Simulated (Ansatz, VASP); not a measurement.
# One calculation of Sb, two programs

```
CELL_PARAMETERS angstrom
0.00000 3.39153 3.39153
3.39153 0.00000 3.39153
3.39153 3.39153 0.00000
ATOMIC_POSITIONS crystal
Sb 0.12500 0.12500 0.12500
Sb 0.87500 0.87500 0.87500
```

Alike in both runs: task single point; functional RPBE; k mesh 9 × 9 × 9; occupations fermi-dirac, width 0.1 eV; no spin polarisation.

```csv
,VASP,Ansatz
version,VASP 6.6.1,Ansatz 0.2.0
potentials or method,"VASP PAW PBE potentials, release 64 (Sb), cutoff 520 eV","plane waves (420 eV) with PAW, scalar-relativistic"
valence electrons in the cell,10,30
```

```tsv
	VASP	Ansatz	Ansatz less VASP
pressure (GPa)	4.6	4.6	-0.01
```

VASP's potentials were made for PBE, not for RPBE. The functional is the same, so the differences come from potentials, cutoffs and numerics. VASP's potentials hold 10 valence electrons a cell and Ansatz's 30, so a difference there can come from the potentials and not from the codes.

Spin-orbit coupling is off throughout.
